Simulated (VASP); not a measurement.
Wanted: the native input for a VASP 6.6.1 run.

* Task: single point
* Functional: r2SCAN
* Potentials or basis: VASP PAW PBE potentials, release 64 (Al, Ni)
* Cutoff: 520 eV
* k mesh: 20 × 20 × 20
* Occupations: gaussian, width 0.15 eV
* Spin: no spin polarisation
* Dipole correction: no
* Further INCAR settings: ALGO = Normal; EDIFF = 1e-06; NBANDS = 14

The system is AlNi.

```xyz
2
Lattice="1.9617 -1.9615 0.0000 1.9617 1.9615 0.0000 0.0000 0.0000 2.8270" Properties=species:S:1:pos:R:3 pbc="T T T"
Al    0.0000    0.0000    0.0000
Ni    1.9617    0.0000    1.4135
```

This cell differs from its parent crystal: strain -0.030 along x and y, -0.015 along z.

The input as run:

POSCAR

```
AlNi
1.0
    1.9617159295     -1.9615022922      0.0000000000
    1.9617159295      1.9615022922      0.0000000000
    0.0000000000      0.0000000000      2.8269670716
Al Ni
1 1
Direct
    0.0000000000      0.0000000000      0.0000000000
    0.5000000000      0.5000000000      0.5000000000
```

INCAR.step1

```
SYSTEM = AlNi
  PREC = Accurate
  ENCUT = 520
  ISMEAR = 0
  SIGMA = 0.15
  LREAL = .False.
  LASPH = .True.
  NELM = 80
  NBANDS = 14
  GGA = PE
  ALGO = Normal
  EDIFF = 1E-4
  LWAVE = .True.
  LCHARG = .False.
```

INCAR.step2

```
SYSTEM = AlNi
  PREC = Accurate
  ENCUT = 520
  EDIFF = 1E-6
  ISMEAR = 0
  SIGMA = 0.15
  LREAL = .False.
  LASPH = .True.
  NELM = 80
  ALGO = Normal
  ISIF = 2
  LWAVE = .False.
  LCHARG = .False.
  METAGGA = R2SCAN
  LMIXTAU = .True.
  NBANDS = 14
  ISTART = 1
```

KPOINTS

```
regular mesh
0
Gamma
  20 20 20
  0 0 0
```

Potentials or basis: VASP PAW PBE potentials, release 64 (Al, Ni).

Launch:

```bash
$ cat potpaw_PBE.64/Al/POTCAR potpaw_PBE.64/Ni/POTCAR > POTCAR
$ cp INCAR.step1 INCAR
$ mpirun -np 1 vasp_std > vasp.out
$ cp INCAR.step2 INCAR
$ mpirun -np 1 vasp_std > vasp.out
```

It gave:

The pressure is 15.5 GPa and the band gap on the k mesh is zero (an odd number of electrons rules out a gap without spin polarisation).

Caveat: the cell differs from its parent crystal (strain -0.030 along x and y, -0.015 along z); the cell stands under pressure; the PAW data sets were made with another functional, which shifts forces and pressure a little.

It took 13 min on 1 thread of Intel(R) Xeon(R) Platinum 8259CL CPU @ 2.50GHz (Skylake/Cascade Lake), with other jobs on the host, peak memory 0.47 GiB.
